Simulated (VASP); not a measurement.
SiC, 2 atoms in the cell. It takes space group F-43m (No. 216, cubic). Conventional cell: a = 4.360 Å, b = 4.360 Å, c = 4.360 Å, α = 90.00°, β = 90.00°, γ = 90.00°. Within 2.5 Å of Si (site symmetry -43m) lie 4 C at 1.89 Å. Within 2.5 Å of C (site symmetry -43m) lie 4 Si at 1.89 Å.  This cell differs from its parent crystal: strained.

* Program: VASP 6.6.1
* Task: single point
* Functional: PBEsol
* Potentials or basis: VASP PAW PBE potentials, release 64 (Si, C)
* Cutoff: 520 eV
* k mesh: 12 × 12 × 12
* Occupations: gaussian, width 0.02 eV
* Spin: no spin polarisation
* Dipole correction: no
* Further INCAR settings: ALGO = Normal; EDIFF = 1e-06; NBANDS = 11

Potentials or basis: VASP PAW PBE potentials, release 64 (Si, C).

The run is started by

```sh
$ cat potpaw_PBE.64/Si/POTCAR potpaw_PBE.64/C/POTCAR > POTCAR
$ mpirun -np 1 vasp_std > vasp.out
```

Hardware: 1 thread of Intel Xeon 6975P-C, with other jobs on the host.

Task: How long does it take, and how much memory?

Result: It took 8 s on 1 thread of Intel Xeon 6975P-C (shared host), peak memory 0.14 GiB. Counts: scf iterations 12, k points 72.
